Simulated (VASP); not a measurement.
# BaTiO3 (Pm) in VASP: single point with PBE

Aim: the single point of BaTiO3 with PBE.

Program: VASP 6.6.1. These are calculated values, not measurements. Logs are shortened: lines on timing, memory, paths and dates and some standing lists are left out, and cuts for length are marked.

## 1. The cell of the first run

It takes space group Pm (No. 6, monoclinic). Conventional cell: a = 4.106 Å, b = 3.972 Å, c = 13.317 Å, α = 90.00°, β = 90.46°, γ = 90.00°. Ba (site symmetry m) has 12 O at 2.81 to 3.64 Å and 4 Ti at 3.45 to 3.51 Å within 3.7 Å. Within 3.7 Å of Ba (site symmetry m) lie 12 O at 2.77 to 3.06 Å and 8 Ti at 3.45 to 3.61 Å. Ba (site symmetry m) has 12 O at 2.77 to 3.06 Å and 8 Ti at 3.45 to 3.61 Å within 3.7 Å. Within 2.4 Å of Ti (site symmetry m) lie 5 O at 1.85 to 2.27 Å. Ti (site symmetry m) has 6 O at 1.85 to 2.27 Å within 2.4 Å. Within 2.4 Å of Ti (site symmetry m) lie 6 O at 1.85 to 2.27 Å. O (site symmetry m) has 2 Ti at 2.00 Å within 2.7 Å. Within 2.9 Å of O (site symmetry m) lie 2 Ti at 2.00 Å and 3 Ba at 2.77 to 2.89 Å and 8 O at 2.82 to 2.89 Å.

## 2. Single point, PBE (the distance across one plane changed)

File INCAR:

```
  PREC = Accurate
  ENCUT = 520
  EDIFF = 1E-6
  ISMEAR = 0
  SIGMA = 0.05
  LREAL = Auto
  LASPH = T
  NELM = 80
  ALGO = Normal
  ISIF = 2
  LWAVE = F
  LCHARG = F
  GGA = PE
  NBANDS = 73
```

File KPOINTS:

```
Automatic mesh
0
Gamma
  7 7 3
```

File POSCAR:

```
BaTiO3
1.0
    0.0000000000      2.8905577535     -2.9158992878
   -3.9723905816      0.0000000000      0.0000000000
    0.0000000000      9.3818593545      9.4517118633
Ba Ti O
3 3 9
Direct
    0.9865926094      0.0000000000      0.8515773008
    0.9879035014      0.0000000000      0.2349719460
    0.9872480554      0.0000000000      0.5432746234
    0.4720115473      0.5000000000      0.0858179017
    0.4713561013      0.5000000000      0.3941205791
    0.4707006553      0.5000000000      0.7024232565
    0.5125577321      1.0000000000      0.0733255924
    0.5119022861      1.0000000000      0.3816282698
    0.5112468402      1.0000000000      0.6899309472
    0.0234716028      0.5000000000      0.0751370640
    0.0228161569      0.5000000000      0.3834397414
    0.0221607109      0.5000000000      0.6917424188
    0.5063615381      0.5000000000      0.2241109682
    0.5057060921      0.5000000000      0.5324136456
    0.5050506462      0.5000000000      0.8407163230
```

Potentials or basis: VASP PAW PBE potentials, release 64 (Ba_sv, Ti_sv, O).

The run is started by

```sh
cat potpaw_PBE.64/Ba_sv/POTCAR potpaw_PBE.64/Ti_sv/POTCAR potpaw_PBE.64/O/POTCAR > POTCAR
mpirun -np 1 vasp_std > vasp.out
```

OUTCAR:

```text
PREC = Accurate
   ENCUT = 520
   EDIFF = 1E-6
   ISMEAR = 0
   LREAL = Auto
   LASPH = T
   NELM = 80
   ISIF = 2
   GGA = PE

 ion  position               nearest neighbor table
   1  0.987  0.000  0.852-  15 2.81  15 2.81   9 2.89  12 2.92  12 2.92  15 2.92  15 2.92   9 3.06
                             6 3.45   6 3.45   6 3.51   6 3.51   3 4.11
   2  0.988  0.000  0.235-   8 2.77  13 2.81  13 2.81  11 2.81  11 2.81   8 2.89   7 2.89  10 2.92
                            10 2.92  13 2.92  13 2.92   7 3.06   4 3.45   4 3.45   5 3.51   5 3.51
   3  0.987  0.000  0.543-   9 2.77  14 2.81  14 2.81  12 2.81  12 2.81   9 2.89   8 2.89  11 2.92
                            11 2.92  14 2.92  14 2.92   8 3.06   5 3.45   5 3.45   6 3.51   6 3.51
   4  0.472  0.500  0.086-  13 1.85  10 1.85   7 2.00   7 2.00  10 2.27   2 3.45   2 3.45   2 3.51
                             2 3.51
   5  0.471  0.500  0.394-  11 1.85  14 1.85   8 2.00   8 2.00  11 2.27  13 2.27   3 3.45   3 3.45
                             2 3.51   2 3.51   3 3.51   3 3.51   2 3.61   2 3.61
   6  0.471  0.500  0.702-  12 1.85  15 1.85   9 2.00   9 2.00  12 2.27  14 2.27   1 3.45   1 3.45
                             3 3.51   3 3.51   1 3.51   1 3.51   3 3.61   3 3.61
   7  0.513  0.000  0.073-   4 2.00   4 2.00   2 2.89   2 3.06
   8  0.512  0.000  0.382-   5 2.00   5 2.00   2 2.77   2 2.89   3 2.89   3 3.06
   9  0.511  0.000  0.690-   6 2.00   6 2.00   3 2.77   1 2.89   3 2.89   1 3.06
  10  0.023  0.500  0.075-   4 1.85   4 2.27   2 2.92   2 2.92
  11  0.023  0.500  0.383-   5 1.85   5 2.27   2 2.81   2 2.81   3 2.92   3 2.92
  12  0.022  0.500  0.692-   6 1.85   6 2.27   3 2.81   3 2.81   1 2.92   1 2.92
  13  0.506  0.500  0.224-   4 1.85   5 2.27   2 2.81   2 2.81   2 2.92   2 2.92
  14  0.506  0.500  0.532-   5 1.85   6 2.27   3 2.81   3 2.81   3 2.92   3 2.92
  15  0.505  0.500  0.841-   6 1.85   1 2.81   1 2.81   1 2.92   1 2.92

  LATTYP: Found a simple monoclinic cell.
 ALAT       =     4.1058242513
 B/A-ratio  =     0.9675013684
 C/A-ratio  =     3.2435478736
 COS(beta)  =    -0.0080731748

  Lattice vectors:

 A1 = (   0.0000000000,   2.8905577535,  -2.9158992878)
 A2 = (  -3.9723905816,   0.0000000000,   0.0000000000)
 A3 = (   0.0000000000,   9.3818593545,   9.4517118633)

Analysis of symmetry for initial positions (statically):
=====================================================================
 Subroutine PRICEL returns:
 Original cell was already a primitive cell.

 Routine SETGRP: Setting up the symmetry group for a
 simple monoclinic supercell.

 Subroutine GETGRP returns: Found  2 space group operations
 (whereof  2 operations were pure point group operations)
 out of a pool of  4 trial point group operations.

The static configuration has the point symmetry C_1h.

Analysis of symmetry for dynamics (positions and initial velocities):
=====================================================================
 Subroutine PRICEL returns:
 Original cell was already a primitive cell.

 Routine SETGRP: Setting up the symmetry group for a
 simple monoclinic supercell.

 Subroutine GETGRP returns: Found  2 space group operations
 (whereof  2 operations were pure point group operations)
 out of a pool of  4 trial point group operations.

The dynamic configuration has the point symmetry C_1h.

 Subroutine INISYM returns: Found  2 space group operations
 (whereof  2 operations are pure point group operations),
 and found     1 'primitive' translations

----------------------------------------------------------------------------------------

                                     Primitive cell

  volume of cell :     217.1995

  direct lattice vectors                    reciprocal lattice vectors
     0.000000000  2.890557753 -2.915899288     0.000000000  0.172863620 -0.171586078
    -3.972390582  0.000000000  0.000000000    -0.251737582  0.000000000  0.000000000
     0.000000000  9.381859354  9.451711863     0.000000000  0.053329271  0.052865797

  length of vectors
     4.105824251  3.972390582 13.317437520     0.243564393  0.251737582  0.075091968

  position of ions in fractional coordinates (direct lattice)
     0.986592609  0.000000000  0.851577301
     0.987903501  0.000000000  0.234971946
     0.987248055  0.000000000  0.543274623
     0.472011547  0.500000000  0.085817902
     0.471356101  0.500000000  0.394120579
     0.470700655  0.500000000  0.702423256
     0.512557732  0.000000000  0.073325592
     0.511902286  0.000000000  0.381628270
     0.511246840  0.000000000  0.689930947
     0.023471603  0.500000000  0.075137064
     0.022816157  0.500000000  0.383439741
     0.022160711  0.500000000  0.691742419
     0.506361538  0.500000000  0.224110968
     0.505706092  0.500000000  0.532413646
     0.505050646  0.500000000  0.840716323

  ion indices of the primitive-cell ions
   primitive index   ion index
                 1           1
                 2           2
                 3           3
                 4           4
                 5           5
                 6           6
                 7           7
                 8           8
                 9           9
                10          10
                11          11
                12          12
                13          13
                14          14
                15          15

----------------------------------------------------------------------------------------

 KPOINTS: Automatic mesh

Automatic generation of k-mesh.
 Grid dimensions read from file:
 generate k-points for:    7    7    3

 Generating k-lattice:

  Cartesian coordinates                     Fractional coordinates (reciprocal lattice)
     0.000000000  0.024694803 -0.024512297     0.142857143  0.000000000  0.000000000
    -0.035962512  0.000000000  0.000000000     0.000000000  0.142857143  0.000000000
     0.000000000  0.017776424  0.017621932     0.000000000  0.000000000  0.333333333

  Length of vectors
     0.034794913  0.035962512  0.025030656

  Shift w.r.t. Gamma in fractional coordinates (k-lattice)
     0.000000000  0.000000000  0.000000000

 Subroutine IBZKPT returns following result:
 ===========================================

 Found     44 irreducible k-points:

 Following reciprocal coordinates:
            Coordinates               Weight
  0.000000  0.000000  0.000000      1.000000
  0.142857  0.000000  0.000000      2.000000
  0.285714  0.000000  0.000000      2.000000
  0.428571  0.000000  0.000000      2.000000
  0.000000  0.142857  0.000000      2.000000
  0.142857  0.142857  0.000000      4.000000
[... 16 lines left out ...]
 -0.142857  0.000000  0.333333      2.000000
  0.000000  0.142857  0.333333      4.000000
 [... further k-points ...]
   k-points           NKPTS =     44   k-points in BZ     NKDIM =     44   number of bands    NBANDS=     73
   number of dos      NEDOS =    301   number of ions     NIONS =     15
   total plane-waves  NPLWV =  96000
   dimension x,y,z NGX =    32 NGY =   30 NGZ =  100
   dimension x,y,z NGXF=    64 NGYF=   60 NGZF=  200
   ions per type =               3   3   9
   NGX,Y,Z   is equivalent  to a cutoff of  12.96, 12.56, 12.48 a.u.
   NGXF,Y,Z  is equivalent  to a cutoff of  25.91, 25.11, 24.97 a.u.
 SYSTEM =  unknown system
   PREC   = accura    normal or accurate (medium, high low for compatibility)
   ISTART =      0    job   : 0-new  1-cont  2-samecut
   ICHARG =      2    charge: 1-file 2-atom 10-const
   ISPIN  =      1    spin polarized calculation?
   LNONCOLLINEAR =      F non collinear calculations
   LSORBIT =      F    spin-orbit coupling
   LASPH  =      T    aspherical Exc in radial PAW
   ENCUT  =  520.0 eV  38.22 Ry    6.18 a.u.   7.63  7.39 24.76*2*pi/ulx,y,z
   NELM   =     80;   NELMIN=  2; NELMDL= -5     # of ELM steps
   EDIFF  = 0.1E-05   stopping-criterion for ELM
   LREAL  =      T    real-space projection
   EDIFFG = 0.1E-04   stopping-criterion for IOM
   NSW    =      0    number of steps for IOM
   IBRION =     -1    ionic relax: 0-MD 1-quasi-New 2-CG
   NFREE  =      0    steps in history (QN), initial steepest desc. (CG)
   ISIF   =      2    stress and relaxation
   ISYM   =      2    0-nonsym 1-usesym 2-fastsym
   POTIM  = 0.5000    time-step for ionic-motion
   TEBEG  =    0.0;   TEEND  =   0.0 temperature during run
   PSTRESS=    0.0 pullay stress
   NELECT =     120.0000    total number of electrons
   NUPDOWN=      -1.0000    fix difference up-down
   EMIN   =  10.00;   EMAX   =-10.00  energy-range for DOS
   EFERMI =   0.00;   METHOD = LEGACY
   ISMEAR =     0;   SIGMA  =   0.05  broadening in eV -4-tet -1-fermi 0-gaus
   EFERMI_NEDOS =   21; number of points for ismear=-14 and -15
   IALGO  =     38    algorithm
   IMIX   =      4    mixing-type and parameters
     AMIX     =   0.40;   BMIX     =  1.00
     AMIX_MAG =   1.60;   BMIX_MAG =  1.00
  volume/ion in A,a.u.               =      14.48        97.72
  Fermi-wavevector in a.u.,A,eV,Ry     =   1.343329  2.538523 24.552150  1.804532
  Thomas-Fermi vector in A             =   2.471411
   LORBIT       =      0    0 simple, 1 ext, 2 COOP (PROOUT), +10 PAW based schemes
   GGA     = PE    functional components
   LHFCALC =     F    Hartree Fock is set to
   AEXX    =    0.0000 exact exchange contribution
   IVDW    =     0    specifies the selected vdW correction
   LEPSILON=     F    determine dielectric tensor
   LRPA    =     F    only Hartree local field effects (RPA)
 non-spin polarized calculation
 Gauss-broadening in eV      SIGMA  =   0.05
  energy-cutoff  :      520.00
  volume of cell :      217.20
 maximum number of plane-waves:      5888
   NGX = 15   NGY = 15   NGZ = 49

 number of electron     119.9999968 magnetization

 Free energy of the ion-electron system (eV)
  ---------------------------------------------------
  ext. energy  EPLUGINS =         0.00000000
  ---------------------------------------------------
  free energy    TOTEN  =      -119.30239661 eV

  energy without entropy =     -119.30239661  energy(sigma->0) =     -119.30239661

 E-fermi :   4.0557     XC(G=0): -10.5170

 val. band max:        3.7129136485   @ k =   0.4286   0.4286   0.0000
 cond. band min:       5.1615219516   @ k =   0.0000   0.0000   0.0000
 fundamental gap:      1.4486083031
 Fermi energy:         4.0556882654

 k-point     1 :       0.0000    0.0000    0.0000
  band No.  band energies     occupation
      1     -53.6644      2.00000
      2     -53.4542      2.00000
      3     -53.0961      2.00000
      4     -29.9648      2.00000
      5     -29.9385      2.00000
      6     -29.8797      2.00000
[... 64 lines left out ...]
     71       7.0589      0.00000
     72       7.1596      0.00000

 k-point     2 :       0.1429    0.0000    0.0000
  band No.  band energies     occupation
      1     -53.6643      2.00000
      2     -53.4540      2.00000
      3     -53.0960      2.00000
      4     -29.9719      2.00000
      5     -29.9382      2.00000
      6     -29.8794      2.00000
[... 1642 lines left out ...]
 k-point    24 :       0.0000    0.1429    0.3333
  band No.  band energies     occupation
      1     -53.6642      2.00000
      2     -53.4539      2.00000
      3     -53.0959      2.00000
      4     -29.9643      2.00000
      5     -29.9380      2.00000
      6     -29.8902      2.00000
[... 64 lines left out ...]
     71       7.3437      0.00000
     72       7.4595      0.00000

 [... further k-points ...]

 [bands above 72 left out]

------------------------ aborting loop because EDIFF is reached ----------------------------------------

  FORCE on cell =-STRESS in cart. coord.  units (eV):
  Direction    XX          YY          ZZ          XY          YZ          ZX
  --------------------------------------------------------------------------------------
  -------------------------------------------------------------------------------------
  Total       -1.9575580     -2.4966839     -2.0978745      0.0000000     -0.6657528      0.0000000
  in kB      -14.4399740    -18.4168490    -15.4750222      0.0000000     -4.9109419      0.0000000
  external PRESSURE =     -16.1106151 kB  Pullay stress =       0.0000000 kB

 VOLUME and BASIS-vectors are now :
 -----------------------------------------------------------------------------
  energy-cutoff  :      520.00
  volume of cell :      217.20
      direct lattice vectors                 reciprocal lattice vectors
     0.000000000  2.890557753 -2.915899288     0.000000000  0.172863620 -0.171586078
    -3.972390582  0.000000000  0.000000000    -0.251737582  0.000000000  0.000000000
     0.000000000  9.381859354  9.451711863     0.000000000  0.053329271  0.052865797

 POSITION                                       TOTAL-FORCE (eV/Angst)
 -----------------------------------------------------------------------------------
      0.00000     10.84118      5.17206         0.000000      0.598897      0.633691
      0.00000      5.06007     -0.65974         0.000000     -0.464223     -0.518938
      0.00000      7.95062      2.25616         0.000000     -0.193948     -0.231836
     -1.98620      2.16951     -0.56521         0.000000      0.556816      0.815370
     -1.98620      5.06007      2.35069         0.000000     -0.257078     -0.266284
     -1.98620      7.95062      5.26659         0.000000      0.152464     -0.132714
      0.00000      2.16951     -0.80151         0.000000     -0.462914     -0.606253
      0.00000      5.06007      2.11438         0.000000      0.111090      0.133754
      0.00000      7.95062      5.03028         0.000000      0.185695      0.171797
     -1.98620      0.77277      0.64173         0.000000     -0.317138     -0.588284
     -1.98620      3.66333      3.55763         0.000000      0.098152      0.151315
     -1.98620      6.55389      6.47353         0.000000      0.039073      0.355159
     -1.98620      3.56624      0.64173         0.000000     -0.124431      0.029982
     -1.98620      6.45680      3.55763         0.000000      0.200397      0.198014
     -1.98620      9.34736      6.47353         0.000000     -0.122852     -0.144772
 -----------------------------------------------------------------------------------
    total drift:                                0.000000     -0.005077      0.010023

  FREE ENERGIE OF THE ION-ELECTRON SYSTEM (eV)
  ---------------------------------------------------
  free  energy   TOTEN  =      -119.3023966082 eV

  energy  without entropy=     -119.3023966082  energy(sigma->0) =     -119.30239661
```

Run time: 11 min. Hardware: 1 thread of Intel Xeon 6975P-C (Granite Rapids), shared host; peak memory 0.57 GiB.

Results:

* Free energy: -119.3024 eV
* Pressure: -1.6 GPa
* Largest force: 0.987 eV/Å
* Band gap on the k mesh: 1.45 eV (least direct gap 2.22 eV)

Forces on the atoms (eV/Å):
```
Ba   0.000  0.599  0.634
Ba   0.000 -0.464 -0.519
Ba   0.000 -0.194 -0.232
Ti   0.000  0.557  0.815
Ti   0.000 -0.257 -0.266
Ti   0.000  0.152 -0.133
O    0.000 -0.463 -0.606
O    0.000  0.111  0.134
O    0.000  0.186  0.172
O    0.000 -0.317 -0.588
O    0.000  0.098  0.151
O    0.000  0.039  0.355
O    0.000 -0.124  0.030
O    0.000  0.200  0.198
O    0.000 -0.123 -0.145
```

Stress tensor (GPa, compression positive):
```
-1.44  0.00  0.00
 0.00 -1.84 -0.49
 0.00 -0.49 -1.55
```

Levels at points of the mesh, in eV from the valence-band top:
| k point | band 58 | band 59 | band 60 | band 61 | band 62 | band 63 |
| --- | --- | --- | --- | --- | --- | --- |
| (0.00, 0.00, 0.00) | -1.36 | -1.06 | -0.77 | 1.45 | 1.70 | 1.90 |

Caveat: the cell differs from its parent crystal (the distance across one plane changed); spin-orbit coupling is left out, which moves the levels of the heavy elements.
